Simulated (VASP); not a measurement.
# Fe (Fm-3m) in VASP: notebook

Fe is run at these levels: PBE; tasks: single point.

Program: VASP 6.6.1. These are calculated values, not measurements. Logs are shortened: lines on timing, memory, paths and dates and some standing lists are left out, and cuts for length are marked.

## Step 1: The cell of the first run

The structure is cubic, space group Fm-3m (No. 225). The conventional cell has a = 3.527 Å, b = 3.527 Å, c = 3.527 Å, α = 90.00°, β = 90.00°, γ = 90.00°. Fe (site symmetry m-3m) has 12 Fe at 2.49 Å within 3.3 Å.

## Step 2: Single point, PBE, collinear spin, zero start

File INCAR:

```
SYSTEM = Fe
ALGO     = Normal         ! electronic algorithm
EDIFF    = 1E-6           ! SCF threshold, eV
ENCUT    = 520            ! plane-wave cutoff, eV
GGA      = PE             ! functional
ISIF     = 2              ! what is computed and relaxed
ISMEAR   = -1             ! smearing method
ISPIN    = 2              ! spin polarisation
LASPH    = .TRUE.         ! aspherical terms in the spheres
LCHARG   = .FALSE.        ! write CHGCAR
LMAXMIX  = 4              ! l up to which the mixer works
LORBIT   = 11             ! projections on sites
LREAL    = .FALSE.        ! projectors in reciprocal space
LWAVE    = .FALSE.        ! write WAVECAR
MAGMOM   = 0              ! initial moments
NBANDS   = 14             ! bands
NELM     = 150            ! most SCF steps
NUPDOWN  = 0.0            ! fixed moment
PREC     = Accurate       ! precision mode
SIGMA    = 0.1            ! smearing width, eV
```

File KPOINTS:

```
k-points
0
G
  11 11 11
  0 0 0
```

File POSCAR:

```
Fe
1.0
    0.0000000000      1.7635000000      1.7635000000
    1.7635000000      0.0000000000      1.7635000000
    1.7635000000      1.7635000000      0.0000000000
Fe
1
Direct
    0.0000000000      0.0000000000      0.0000000000
```

Potentials or basis: VASP PAW PBE potentials, release 64 (Fe).

Launch:

```console
$ cat potpaw_PBE.64/Fe/POTCAR > POTCAR
$ mpirun -np 1 vasp_std > vasp.out
```

OUTCAR:

```text
SYSTEM = Fe
   EDIFF = 1E-6
   ENCUT = 520
   GGA = PE
   ISIF = 2
   ISMEAR = -1
   ISPIN = 2
   LASPH = .TRUE.
   LORBIT = 11
   LREAL = .FALSE.
   NELM = 150
   NUPDOWN = 0.0
   PREC = Accurate

 ion  position               nearest neighbor table
   1  0.000  0.000  0.000-

  LATTYP: Found a face centered cubic cell.
 ALAT       =     3.5270000000

  Lattice vectors:

 A1 = (   0.0000000000,   1.7635000000,   1.7635000000)
 A2 = (   1.7635000000,   0.0000000000,   1.7635000000)
 A3 = (   1.7635000000,   1.7635000000,   0.0000000000)

Analysis of symmetry for initial positions (statically):
=====================================================================
 Subroutine PRICEL returns:
 Original cell was already a primitive cell.

 Routine SETGRP: Setting up the symmetry group for a
 face centered cubic supercell.

 Subroutine GETGRP returns: Found 48 space group operations
 (whereof 48 operations were pure point group operations)
 out of a pool of 48 trial point group operations.

The static configuration has the point symmetry O_h .

Analysis of symmetry for dynamics (positions and initial velocities):
=====================================================================
 Subroutine PRICEL returns:
 Original cell was already a primitive cell.

 Routine SETGRP: Setting up the symmetry group for a
 face centered cubic supercell.

 Subroutine GETGRP returns: Found 48 space group operations
 (whereof 48 operations were pure point group operations)
 out of a pool of 48 trial point group operations.

The dynamic configuration has the point symmetry O_h .

Analysis of structural, dynamic, and magnetic symmetry:
=====================================================================
 Subroutine PRICEL returns:
 Original cell was already a primitive cell.

 Routine SETGRP: Setting up the symmetry group for a
 face centered cubic supercell.

 Subroutine GETGRP returns: Found 48 space group operations
 (whereof 48 operations were pure point group operations)
 out of a pool of 48 trial point group operations.

The overall configuration has the point symmetry O_h .

 Subroutine INISYM returns: Found 48 space group operations
 (whereof 48 operations are pure point group operations),
 and found     1 'primitive' translations

----------------------------------------------------------------------------------------

                                     Primitive cell

  volume of cell :      10.9687

  direct lattice vectors                    reciprocal lattice vectors
     0.000000000  1.763500000  1.763500000    -0.283527077  0.283527077  0.283527077
     1.763500000  0.000000000  1.763500000     0.283527077 -0.283527077  0.283527077
     1.763500000  1.763500000  0.000000000     0.283527077  0.283527077 -0.283527077

  length of vectors
     2.493965617  2.493965617  2.493965617     0.491083302  0.491083302  0.491083302

  position of ions in fractional coordinates (direct lattice)
     0.000000000  0.000000000  0.000000000

  ion indices of the primitive-cell ions
   primitive index   ion index
                 1           1

----------------------------------------------------------------------------------------

 KPOINTS: k-points

Automatic generation of k-mesh.
 Grid dimensions read from file:
 generate k-points for:   11   11   11

 Generating k-lattice:

  Cartesian coordinates                     Fractional coordinates (reciprocal lattice)
    -0.025775189  0.025775189  0.025775189     0.090909091  0.000000000  0.000000000
     0.025775189 -0.025775189  0.025775189     0.000000000  0.090909091  0.000000000
     0.025775189  0.025775189 -0.025775189     0.000000000  0.000000000  0.090909091

  Length of vectors
     0.044643937  0.044643937  0.044643937

  Shift w.r.t. Gamma in fractional coordinates (k-lattice)
     0.000000000  0.000000000  0.000000000

 Subroutine IBZKPT returns following result:
 ===========================================

 Found     56 irreducible k-points:

 Following reciprocal coordinates:
            Coordinates               Weight
  0.000000  0.000000  0.000000      1.000000
  0.090909  0.000000  0.000000      8.000000
  0.181818  0.000000  0.000000      8.000000
  0.272727  0.000000  0.000000      8.000000
  0.363636  0.000000  0.000000      8.000000
  0.454545  0.000000  0.000000      8.000000
[... 16 lines left out ...]
 -0.272727  0.181818  0.000000     24.000000
 -0.181818  0.181818  0.000000     12.000000
 [... further k-points ...]
   k-points           NKPTS =     56   k-points in BZ     NKDIM =     56   number of bands    NBANDS=     14
   number of dos      NEDOS =    301   number of ions     NIONS =      1
   total plane-waves  NPLWV =   8000
   dimension x,y,z NGX =    20 NGY =   20 NGZ =   20
   dimension x,y,z NGXF=    40 NGYF=   40 NGZF=   40
   ions per type =               1
   NGX,Y,Z   is equivalent  to a cutoff of  13.33, 13.33, 13.33 a.u.
   NGXF,Y,Z  is equivalent  to a cutoff of  26.66, 26.66, 26.66 a.u.
 SYSTEM =  Fe
   PREC   = accura    normal or accurate (medium, high low for compatibility)
   ISTART =      0    job   : 0-new  1-cont  2-samecut
   ICHARG =      2    charge: 1-file 2-atom 10-const
   ISPIN  =      2    spin polarized calculation?
   LNONCOLLINEAR =      F non collinear calculations
   LSORBIT =      F    spin-orbit coupling
   LASPH  =      T    aspherical Exc in radial PAW
   ENCUT  =  520.0 eV  38.22 Ry    6.18 a.u.   4.64  4.64  4.64*2*pi/ulx,y,z
   NELM   =    150;   NELMIN=  2; NELMDL= -5     # of ELM steps
   EDIFF  = 0.1E-05   stopping-criterion for ELM
   LREAL  =      F    real-space projection
   EDIFFG = 0.1E-04   stopping-criterion for IOM
   NSW    =      0    number of steps for IOM
   IBRION =     -1    ionic relax: 0-MD 1-quasi-New 2-CG
   NFREE  =      0    steps in history (QN), initial steepest desc. (CG)
   ISIF   =      2    stress and relaxation
   ISYM   =      2    0-nonsym 1-usesym 2-fastsym
   POTIM  = 0.5000    time-step for ionic-motion
   TEBEG  =    0.0;   TEEND  =   0.0 temperature during run
   PSTRESS=    0.0 pullay stress
   NELECT =       8.0000    total number of electrons
   NUPDOWN=       0.0000    fix difference up-down
   EMIN   =  10.00;   EMAX   =-10.00  energy-range for DOS
   EFERMI =   0.00;   METHOD = LEGACY
   ISMEAR =    -1;   SIGMA  =   0.10  broadening in eV -4-tet -1-fermi 0-gaus
   EFERMI_NEDOS =   21; number of points for ismear=-14 and -15
   IALGO  =     38    algorithm
   IMIX   =      4    mixing-type and parameters
     AMIX     =   0.40;   BMIX     =  1.00
     AMIX_MAG =   1.60;   BMIX_MAG =  1.00
  volume/ion in A,a.u.               =      10.97        74.02
  Fermi-wavevector in a.u.,A,eV,Ry     =   1.473622  2.784741 29.545883  2.171561
  Thomas-Fermi vector in A             =   2.588492
   LORBIT       =     11    0 simple, 1 ext, 2 COOP (PROOUT), +10 PAW based schemes
   GGA     = PE    functional components
   LHFCALC =     F    Hartree Fock is set to
   AEXX    =    0.0000 exact exchange contribution
   IVDW    =     0    specifies the selected vdW correction
   LEPSILON=     F    determine dielectric tensor
   LRPA    =     F    only Hartree local field effects (RPA)
 spin polarized calculation
  energy-cutoff  :      520.00
  volume of cell :       10.97
 maximum number of plane-waves:       307
   NGX =  9   NGY =  9   NGZ =  9

 number of electron       7.9999996 magnetization       0.0000000

 number of electron       7.9999996 magnetization      -0.0000000

 Free energy of the ion-electron system (eV)
  ---------------------------------------------------
  ext. energy  EPLUGINS =         0.00000000
  ---------------------------------------------------
  free energy    TOTEN  =        -8.06504421 eV

  energy without entropy =       -7.99928607  energy(sigma->0) =       -8.03216514

 E-fermi :   6.0467     XC(G=0): -13.3656

 val. band max:        6.0378496977   @ k =  -0.2727   0.0909   0.0000
 cond. band min:       6.0585482022   @ k =   0.0909   0.0909   0.0000
 fundamental gap:      0.0206985045
 Fermi energy:         6.0467165837

 spin component 1

 k-point     1 :       0.0000    0.0000    0.0000
  band No.  band energies     occupation
      1      -2.3891      1.00000
      2       4.5883      1.00000
      3       4.5883      1.00000
      4       4.5883      1.00000
      5       5.9873      0.64442
      6       5.9873      0.64442
      7      28.7918      0.00000
      8      33.7991      0.00000
      9      33.7991      0.00000
     10      33.7991      0.00000
     11      37.0169      0.00000
     12      37.0169      0.00000
     13      37.0169      0.00000
     14      38.8730      0.00000
[... 375 lines left out ...]
 k-point    24 :      -0.1818    0.1818    0.0000
  band No.  band energies     occupation
      1       0.6897      1.00000
      2       3.7744      1.00000
      3       4.6283      1.00000
      4       5.3992      0.99846
      5       5.4038      0.99839
      6       7.0033      0.00007
      7      22.4781      0.00000
      8      23.1131      0.00000
      9      32.1340      0.00000
     10      33.6663      0.00000
     11      34.7674      0.00000
     12      38.2738      0.00000
     13      40.2373      0.00000
     14      45.3036      0.00000

 [... further k-points ...]

 spin component 2

 k-point     1 :       0.0000    0.0000    0.0000
  band No.  band energies     occupation
      1      -2.3891      1.00000
      2       4.5883      1.00000
      3       4.5883      1.00000
      4       4.5883      1.00000
      5       5.9873      0.64442
      6       5.9873      0.64442
      7      28.7917      0.00000
      8      33.7991      0.00000
      9      33.7991      0.00000
     10      33.7991      0.00000
     11      37.0169      0.00000
     12      37.0169      0.00000
     13      37.0169      0.00000
     14      38.8729      0.00000
[... 375 lines left out ...]
 k-point    24 :      -0.1818    0.1818    0.0000
  band No.  band energies     occupation
      1       0.6897      1.00000
      2       3.7744      1.00000
      3       4.6283      1.00000
      4       5.3992      0.99846
      5       5.4038      0.99839
      6       7.0033      0.00007
      7      22.4781      0.00000
      8      23.1131      0.00000
      9      32.1340      0.00000
     10      33.6663      0.00000
     11      34.7674      0.00000
     12      38.2738      0.00000
     13      40.2373      0.00000
     14      45.3036      0.00000

 [... further k-points ...]
[... 5 lines left out ...]
  --------------------------------------------------------------------------------------
  -------------------------------------------------------------------------------------
  Total       -1.1043933     -1.1043933     -1.1043933     -0.0000000      0.0000000      0.0000000
  in kB     -161.3161844   -161.3161844   -161.3161844     -0.0000000      0.0000000      0.0000000
  external PRESSURE =    -161.3161844 kB  Pullay stress =       0.0000000 kB

 VOLUME and BASIS-vectors are now :
 -----------------------------------------------------------------------------
  energy-cutoff  :      520.00
  volume of cell :       10.97
      direct lattice vectors                 reciprocal lattice vectors
     0.000000000  1.763500000  1.763500000    -0.283527077  0.283527077  0.283527077
     1.763500000  0.000000000  1.763500000     0.283527077 -0.283527077  0.283527077
     1.763500000  1.763500000  0.000000000     0.283527077  0.283527077 -0.283527077

 POSITION                                       TOTAL-FORCE (eV/Angst)
 -----------------------------------------------------------------------------------
      0.00000      0.00000      0.00000         0.000000      0.000000      0.000000
 -----------------------------------------------------------------------------------
    total drift:                                0.000000      0.000000      0.000000

  FREE ENERGIE OF THE ION-ELECTRON SYSTEM (eV)
  ---------------------------------------------------
  free  energy   TOTEN  =        -8.0650442134 eV

  energy  without entropy=       -7.9992860731  energy(sigma->0) =       -8.03216514

 total charge

# of ion       s       p       d       tot
------------------------------------------
    1        0.502   0.561   6.272   7.334

 magnetization (x)

# of ion       s       p       d       tot
------------------------------------------
    1        0.000   0.000   0.000   0.000
```

Wall time 21 s (1 thread of Intel Xeon 8259CL, shared host); peak memory 0.14 GiB.

Results:

| Item | Value |
| --- | --- |
| Free energy | -8.0650 eV |
| Pressure | -16.1 GPa |
| Net moment | 0.00 μB per cell |
| Valence electrons inside the program's atomic spheres | Fe 7.33 |

Caveat: the total moment is fixed, so each spin has its own Fermi level.

## Step 3: Single point, PBE, collinear spin, ferromagnetic start

File INCAR:

```
PREC = Accurate
ENCUT = 520
EDIFF = 1E-7
ISMEAR = -1
SIGMA = 0.1
LREAL = F
LASPH = T
NELM = 150
ALGO = Normal
ISIF = 2
LWAVE = F
LCHARG = F
ISPIN = 2
MAGMOM = 4
LORBIT = 11
LMAXMIX = 4
GGA = PE
NBANDS = 14
```

File KPOINTS:

```
Automatic mesh
0
Gamma
  11 11 11
```

POSCAR is that of step 2.

Potentials or basis: VASP PAW PBE potentials, release 64 (Fe).

Launch:

```console
$ cat potpaw_PBE.64/Fe/POTCAR > POTCAR
$ mpirun -np 1 vasp_std > vasp.out
```

It took 32 s on 1 thread of Intel Xeon 8259CL, shared host; peak memory 0.14 GiB.

It converged, with:

```yaml
Free_energy: -8.1094 eV
Pressure: -6.6 GPa
Net_moment: 1.23 μB per cell
Site_moments: Fe +1.22 μB
Valence_electrons_inside_the_program's_atomic_spheres: Fe 7.34
```

Levels at points of the mesh, in eV from the Fermi level:
Spin up:
```csv
k point,band 2,band 3,band 4,band 5,band 6,band 7,band 8,band 9
"(0.00, 0.00, 0.00)",-1.94,-1.94,-1.94,-0.95,-0.95,22.72,27.49,27.49
```
Spin down:
```tsv
k point	band 1	band 2	band 3	band 4	band 5	band 6
(0.00, 0.00, 0.00)	-8.49	-1.03	-1.03	-1.03	0.85	0.85
```

Caveat: the moment fell far below its start of 4 μB, so a state of higher moment may lie lower in energy.

(Continued in part 2 of 2.)
